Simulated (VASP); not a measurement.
Sn: single point with PBE

Sn:

```xyz
1
Lattice="-1.8868 1.8868 1.8868 1.8868 -1.8868 1.8868 1.8868 1.8868 -1.8868" Properties=species:S:1:pos:R:3 pbc="T T T"
Sn    0.0000    0.0000    0.0000
```

This isn't the form of Sn at room conditions, which is tetragonal (white tin).

```
Program             : VASP 6.6.1
Task                : single point
Functional          : PBE
Potentials or basis : VASP PAW PBE potentials, release 64 (Sn_d)
Cutoff              : 520 eV
k mesh              : 14 × 14 × 14
Occupations         : fermi-dirac, width 0.05 eV
Spin                : no spin polarisation
```

```
Pressure               : 1.4 GPa
Band gap on the k mesh : zero (bands 7 and 8 overlap by 10.53 eV)
```

Levels at points of the mesh, in eV from the Fermi level:
```
           k point  band 4  band 5  band 6  band 7  band 8  band 9  band 10  band 11
(0.00, 0.00, 0.00)  -21.42  -21.42  -11.16    8.08    8.08    8.08    12.15    12.15
(0.50, 0.00, 0.00)  -21.43  -21.34   -6.42   -4.47    3.65    5.49     8.03     8.30
(0.50, 0.50, 0.50)  -21.36  -21.36   -2.40   -0.48   -0.48   -0.48     3.84     3.84
```

Wall time 14 s on 1 thread of Intel Xeon 8259CL, on a shared host, peak memory 0.16 GiB.

Caveat: spin-orbit coupling is left out, which moves the levels of the heavy elements.
